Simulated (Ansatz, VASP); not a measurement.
Ir3C2: VASP beside Ansatz

```
Ir C
1.0
     5.58052    0.00000    0.00000
    -2.79026    4.83287    0.00000
     0.00000    0.00000    2.74305
Ir C
3 2
Direct
  0.50000 0.00000 0.70086
  0.00000 0.50000 0.70086
  0.50000 0.50000 0.70086
  0.66667 0.33333 0.20085
  0.33333 0.66667 0.20085
```

Alike in both runs: functional PBE; k mesh 6 × 6 × 4; occupations gaussian, width 0.1 eV; no spin polarisation.

Ansatz relaxed the structure, and its values are those at the end. VASP's run is a single point on that final structure, the one shown.

|  | VASP | Ansatz |
| --- | --- | --- |
| version | VASP 6.6.1 | Ansatz 0.2.0 |
| potentials or method | VASP PAW PBE potentials, release 64 (Ir_sv_GW, C), cutoff 700 eV | scalar-relativistic, plane waves, PAW |
| valence electrons in the cell | 59 | 59 |

```csv
,VASP,Ansatz,Ansatz less VASP
gap on the k mesh at the Fermi level (eV),none,none,-
pressure (GPa),-0.2,0.0,+0.19
```

A gap of «none» marks a metal or a gap that the smearing closes.

The k mesh is coarse, so the values compare programs but aren't converged. Neither program's run includes spin-orbit coupling.
